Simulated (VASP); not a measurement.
Here is a VASP 6.6.1 calculation.

Contents of INCAR:

```
  PREC = Accurate
  ENCUT = 520
  EDIFF = 1E-7
  ISMEAR = 0
  SIGMA = 0.1
  LREAL = F
  LASPH = T
  NELM = 60
  ALGO = Normal
  ISIF = 2
  LWAVE = F
  LCHARG = T
  GGA = PE
  LELF = T
  LVHAR = T
  NBANDS = 26
```

File KPOINTS:

```
Automatic mesh
0
Gamma
  12 12 2
```

Contents of POSCAR:

```
Mg5ZrN2
1.0
    3.1933365992      0.0000000000      0.0000000000
   -1.5966682996      2.7655106178      0.0000000000
    0.0000000000      0.0000000000     15.5378021955
Mg Zr N
5 1 2
Direct
    0.6666666667      0.3333333333      0.1613287225
    0.6666666667      0.3333333333      0.8386712775
    0.0000000000      0.0000000000      0.6649390643
    0.6666666667      0.3333333333      0.5000000000
    0.0000000000      0.0000000000      0.3350609357
    0.0000000000      0.0000000000      0.0000000000
    0.3333333333      0.6666666667      0.0887548015
    0.3333333333      0.6666666667      0.9112451985
```

Potentials or basis: VASP PAW PBE potentials, release 64 (Mg, Zr_sv, N).

The run is started by

```console
$ cat potpaw_PBE.64/Mg/POTCAR potpaw_PBE.64/Zr_sv/POTCAR potpaw_PBE.64/N/POTCAR > POTCAR
$ mpirun -np 1 vasp_std > vasp.out
```

(1) Predict the largest force.

(2) Estimate the pressure.

Answers

(1) 0.017 eV/Å.

(2) -0.1 GPa.
